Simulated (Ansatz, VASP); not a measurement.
**One calculation of CoO, two programs**

```
CELL_PARAMETERS angstrom
1.50547 0.86918 2.43993
-1.50547 0.86918 2.43993
0.00000 -1.73837 2.43993
ATOMIC_POSITIONS crystal
Co 0.00000 0.00000 0.00000
O 0.50000 0.50000 0.50000
```

Alike in both runs: task relaxation of cell and atoms; functional PBE; k mesh 11 × 11 × 11; occupations fermi-dirac, width 0.05 eV; collinear spin.

```csv
,VASP,Ansatz
version,VASP 6.6.1,Ansatz 0.2.0
potentials or method,"VASP PAW PBE potentials, release 64 (Co, O)",Ansatz PAW
plane-wave cutoff (eV),600,420
valence electrons in the cell,15,23
```

|  | VASP | Ansatz | Ansatz less VASP |
| --- | --- | --- | --- |
| gap on the k mesh at the Fermi level, each at its own relaxed structure (eV) | none | none | - |
| net moment per atom (μB) | 1.42 | 1.44 | +0.019 |
| size of the moment on the site where the two differ most (μB) | 2.52 | 2.46 | -0.054 |
| relaxed volume (Å³/atom) | 9.48 | 9.52 | +0.037 |
| relaxed cell length with the largest relative difference (Å) | 2.918 | 2.916 | -0.0015 |

Site moments also hang on the region over which each program counts them. A gap of «none» marks a metal or a gap that the smearing closes. VASP's potentials hold 15 valence electrons a cell and Ansatz's 23, so a difference there can come from the potentials and not from the codes.

Noted on Ansatz's run: the plane-wave basis is chosen anew once the cell has moved, so the energies of steps on either side of that aren't comparable.
